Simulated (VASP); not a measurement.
A run of VASP 6.6.1 is set up as follows.

The input INCAR:

```
SYSTEM = Os
ALGO = Normal
EDIFF = 1E-6
ENCUT = 520
GGA = PS
ISIF = 2
ISMEAR = 0
LASPH = .TRUE.
LCHARG = .FALSE.
LREAL = .FALSE.
LWAVE = .FALSE.
NBANDS = 10
NELM = 80
PREC = Accurate
SIGMA = 0.05
```

File KPOINTS:

```
k-points
0
G
  11 11 11
  0 0 0
```

POSCAR

```
Os
1.0
    0.0000000000      1.9168562454      1.9168562454
    1.9168562454      0.0000000000      1.9168562454
    1.9168562454      1.9168562454      0.0000000000
Os
1
Direct
    0.0000000000      0.0000000000      0.0000000000
```

Potentials or basis: VASP PAW PBE potentials, release 64 (Os).

Run with:

```bash
$ cat potpaw_PBE.64/Os/POTCAR > POTCAR
$ mpirun -np 1 vasp_std > vasp.out
```

**Question.** What does it give for the band gap on the k mesh?

**Answer.** Zero (bands 4 and 5 overlap by 3.94 eV).

**Question.** What does it give for the pressure?

**Answer.** -3.8 GPa.

Caveat: the cell stands under tension; the PAW data sets were made with another functional, which shifts forces and pressure a little; spin-orbit coupling is left out, which moves the levels of the heavy elements.
